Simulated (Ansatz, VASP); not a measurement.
# B in VASP and in Ansatz

```
B
1.0
     2.33704    0.00000    0.00000
    -1.16852    2.02394    0.00000
     0.00000    0.00000    6.36511
B
4
Cartesian
  0.0000 0.0000 1.5913
  0.0000 0.0000 4.7738
  0.0000 1.3493 4.7738
  1.1685 0.6746 1.5913
```

Alike in both runs: task relaxation of cell and atoms; functional r2SCAN; k mesh 9 × 9 × 4; occupations gaussian, width 0.1 eV; no spin polarisation.

|  | VASP | Ansatz |
| --- | --- | --- |
| version | VASP 6.6.1 | Ansatz 0.2.0 |
| potentials or method | VASP PAW PBE potentials, release 64 (B), cutoff 600 eV | scalar-relativistic, plane waves, PAW |
| valence electrons in the cell | 12 | 12 |

```tsv
	VASP	Ansatz	Ansatz less VASP
gap on the k mesh at the Fermi level, each at its own relaxed structure (eV)	none	none	-
relaxed volume (Å³/atom)	8.00	7.98	-0.021
relaxed cell length with the largest relative difference (Å)	4.146	4.129	-0.0170
```

VASP's potentials were made for PBE, not for r2SCAN. A gap of «none» marks a metal or a gap that the smearing closes.
